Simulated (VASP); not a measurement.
Write the native input for VASP 6.6.1 that does the following.

- Task: single point
- Functional: PBEsol
- Potentials or basis: VASP PAW PBE potentials, release 64 (Ta_pv, C)
- Cutoff: 520 eV
- k mesh: 10 × 10 × 10
- Occupations: gaussian, width 0.15 eV
- Spin: no spin polarisation
- Dipole correction: no
- Further INCAR settings: ALGO = Normal; EDIFF = 1e-07; NBANDS = 37

The structure of Ta4C3 lies in POSCAR:

```
Ta4C3
1.0
    4.4026021986      0.0000000000      0.0000000000
    0.0000000000      4.4026021986      0.0000000000
    0.0000000000      0.0000000000      4.4026021986
Ta C
4 3
Direct
    0.0000000000      0.5000000000      0.5000000000
    0.5000000000      0.0000000000      0.5000000000
    0.5000000000      0.5000000000      0.0000000000
    0.0000000000      0.0000000000      0.0000000000
    0.5000000000      0.0000000000     -0.0511061390
    0.0000000000      0.5000000000     -0.0511061390
    0.0000000000      0.0000000000      0.4488938610
```

This cell differs from its parent crystal: all C atoms moved +0.225 Å, as atom 5 towards its neighbour atom 2 (Ta) at 2.201 Å.

One way to write it, as run:

INCAR

```
SYSTEM = Ta4C3
ALGO = Normal
EDIFF = 1E-7
ENCUT = 520
GGA = PS
ISIF = 2
ISMEAR = 0
LASPH = .True.
LCHARG = .False.
LREAL = .False.
LWAVE = .False.
NBANDS = 37
NELM = 60
PREC = Accurate
SIGMA = 0.15
```

KPOINTS

```
k-points
0
Gamma
  10 10 10
  0 0 0
```

Potentials or basis: VASP PAW PBE potentials, release 64 (Ta_pv, C).

The run is started by

```sh
$ cat potpaw_PBE.64/Ta_pv/POTCAR potpaw_PBE.64/C/POTCAR > POTCAR
$ mpirun -np 1 vasp_std > vasp.out
```

Results of the run:

```
Pressure               : 7.1 GPa
Largest force          : 3.709 eV/Å
Band gap on the k mesh : zero (bands 28 and 29 overlap by 0.85 eV)
```

Caveat: the cell differs from its parent crystal (all C atoms moved +0.225 Å, as atom 5 towards its neighbour atom 2 (Ta) at 2.201 Å); the cell stands under pressure; the PAW data sets were made with another functional, which shifts forces and pressure a little; spin-orbit coupling is left out, which moves the levels of the heavy elements.

It took 4 min on 1 thread of Intel(R) Xeon(R) 6975P-C (Granite Rapids), on a shared host, peak memory 0.42 GiB.
